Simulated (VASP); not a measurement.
**NbAl2F3: relaxation of cell and atoms with PBE**

The system is NbAl2F3.

```
Al Nb F
1.0
     2.43510    1.40591    3.94963
    -2.43510    1.40591    3.94963
     0.00000   -2.81182    3.94963
Al Nb F
2 1 3
Direct
  0.62273 0.62273 0.62273
  0.37727 0.37727 0.37727
  0.00000 0.00000 0.00000
  0.00000 0.50000 0.00000
  0.50000 0.00000 0.00000
  0.00000 0.00000 0.50000
```

The cell was generated, and may not be a known phase.

* Program: VASP 6.6.1
* Task: relaxation of cell and atoms
* Functional: PBE
* Potentials or basis: VASP PAW PBE potentials, release 64 (Al, Nb_sv, F)
* Cutoff: 600 eV
* k mesh: 6 × 6 × 6
* Occupations: gaussian, width 0.1 eV
* Spin: no spin polarisation
* Dipole correction: no
* Further INCAR settings: ALGO = Normal; EDIFF = 1e-06; IBRION = 2; EDIFFG = -0.04; NSW = 90; ISIF = 3

```
Relaxed volume                        : 13.54 Å³/atom
Relaxed cell                          : a = 4.839 Å, b = 4.839 Å, c = 4.839 Å, α = 60.62°, β = 60.62°, γ = 60.62°
Space group after relaxing (to 0.1 Å) : R-3m (No. 166)
Energy gained by relaxing             : 334.7 meV/atom
Ionic steps                           : 27
Pressure after relaxing               : -0.2 GPa
Largest force after relaxing          : 0.012 eV/Å
Band gap on the k mesh                : zero (bands 20 and 21 overlap by 1.11 eV)
```

Forces on the atoms (eV/Å):
```
Al   0.000  0.000 -0.012
Al   0.000  0.000  0.012
Nb   0.000  0.000  0.000
F    0.000  0.000  0.000
F    0.000  0.000  0.000
F    0.000  0.000  0.000
```

The path:
```
step  energy change (eV)  largest force (eV/Å)  pressure (GPa)  volume (Å³)
   1              0.0000                0.5577           -5.18        81.13
   2             -0.6075                0.7959            2.08        75.87
   3             -0.6321                0.8627            4.33        74.75
   4             -0.7670                0.7989            0.44        77.67
   5             -0.7946                0.7368           -2.10        80.05
   6             -0.9029                0.6801           -1.55        79.72
   7             -1.1604                0.4574            1.23        78.74
   8             -0.4731                2.3345           12.19        76.80
   9             -1.1928                0.3110            2.04        78.48
  10             -1.2056                0.0583            3.32        78.17
  11             -1.2401                0.0211            3.33        78.23
  12             -1.3346                0.1268            3.42        78.42
  13             -1.4555                0.6268            4.14        78.78
  14             -1.0896                2.8206            8.13        79.39
  15             -1.4528                0.8837            4.56        78.86
  16             -1.6133                0.7940            3.19        79.58
  17             -1.9116                0.5269           -0.05        81.62
  18             -1.8507                0.1400           -3.24        85.25
  19             -1.9813                0.2897           -1.82        83.27
  20             -1.9814                0.3042           -1.71        83.19
  21             -1.9918                0.2666           -1.15        82.57
  22             -2.0017                0.1958            0.00        81.47
  23             -2.0024                0.1686            0.46        81.06
  24             -2.0041                0.1220            0.29        81.15
  25             -2.0061                0.0008           -0.23        81.37
  26             -2.0076                0.0057           -0.20        81.30
  27             -2.0081                0.0117           -0.17        81.23
```

Final structure:
```cif
data_structure
_symmetry_space_group_name_H-M 'P 1'
_symmetry_Int_Tables_number 1
_cell_length_a 4.8386
_cell_length_b 4.8386
_cell_length_c 4.8386
_cell_angle_alpha 60.622
_cell_angle_beta 60.622
_cell_angle_gamma 60.622
_cell_volume 81.23
loop_
_atom_site_label
_atom_site_type_symbol
_atom_site_fract_x
_atom_site_fract_y
_atom_site_fract_z
_atom_site_occupancy
Al1 Al 0.70349 0.70349 0.70349 1
Al2 Al 0.29651 0.29651 0.29651 1
Nb1 Nb 0.00000 0.00000 0.00000 1
F1 F 0.00000 0.50000 0.00000 1
F2 F 0.50000 0.00000 0.00000 1
F3 F 0.00000 0.00000 0.50000 1
```

Levels at points of the mesh, in eV from the Fermi level:
| k point | band 18 | band 19 | band 20 | band 21 | band 22 | band 23 |
| --- | --- | --- | --- | --- | --- | --- |
| (0.00, 0.00, 0.00) | -2.65 | -2.65 | -0.08 | -0.08 | 0.22 | 1.41 |
| (0.50, 0.00, 0.00) | -3.83 | -1.26 | -0.77 | 0.10 | 0.19 | 0.21 |
| (0.50, 0.50, 0.00) | -3.34 | -1.43 | -0.61 | -0.38 | 0.15 | 1.55 |
| (0.50, 0.50, 0.50) | -1.61 | -1.61 | 0.09 | 1.17 | 1.58 | 1.58 |

It took 26 min on 1 thread of AMD EPYC 9755 128-Core Processor, on a shared host, peak memory 0.26 GiB.
